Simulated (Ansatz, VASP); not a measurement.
# Ge: VASP beside Ansatz

Contents of INCAR:

```
PREC = Accurate ; ENCUT = 520
EDIFF = 1E-6 ; ISMEAR = 0
SIGMA = 0.02 ; LREAL = F
LASPH = T ; NELM = 60
ALGO = Normal ; ISIF = 2
LWAVE = F ; LCHARG = F
GGA = PE ; NBANDS = 21
```

The input KPOINTS:

```
regular mesh
0
Gamma
  10 10 6
```

Contents of POSCAR:

```
Ge
1.0
    1.4880529250     -2.5946896100      0.0000000000
    1.4880529250      2.5946896100      0.0000000000
    0.0000000000      0.0000000000      4.7275957900
Ge
2
Direct
    0.3334466300      0.6665533700      0.2500000000
    0.6665533700      0.3334466300      0.7500000000
```

Contents of input.yaml:

```yaml
crystal:
  lattice:
    - [1.488052925, -2.59468961, 0.0]
    - [1.488052925, 2.59468961, 0.0]
    - [0.0, 0.0, 4.72759579]
  atoms:
    - { symbol: Ge, position: [0.33344663, 0.66655337, 0.25] }
    - { symbol: Ge, position: [0.66655337, 0.33344663, 0.75] }
hamiltonian:
  xc: pbe
  pseudopotentials: { kind: paw }
kpoints:
  mp_grid: { grid: [10, 10, 6] }
scf:
  occupations: { method: gaussian, width: 0.02 }
output:
  forces: true
  stress: true
  eigenvalues: true
  write_density: true
  write_potential: true
  elf: true
  volumetric_format: npy
```

Alike in both runs: task single point; functional PBE; k mesh 10 × 10 × 6; occupations gaussian, width 0.02 eV; no spin polarisation.

|  | VASP | Ansatz |
| --- | --- | --- |
| version | VASP 6.6.1 | Ansatz 0.2.0 |
| potentials or method | VASP PAW PBE potentials, release 64 (Ge_d) | Ansatz PAW |
| plane-wave cutoff (eV) | 520 | 420 |
| valence electrons in the cell | 28 | 28 |

|  | VASP | Ansatz | Ansatz less VASP |
| --- | --- | --- | --- |
| gap on the k mesh at the Fermi level (eV) | none | none | - |
| pressure (GPa) | 4.4 | 4.3 | -0.03 |
| traceless stress, the component that is largest in VASP (GPa) | -1.18 | -1.19 | -0.002 |
| rms of the force components (eV/Å) | 0.008 | 0.008 | +0.0001 |

Atom by atom the forces differ by 0.000 eV/Å (rms over components). A gap of «none» marks a metal or a gap that the smearing closes. The functional is the same, so the differences come from potentials, cutoffs and numerics.
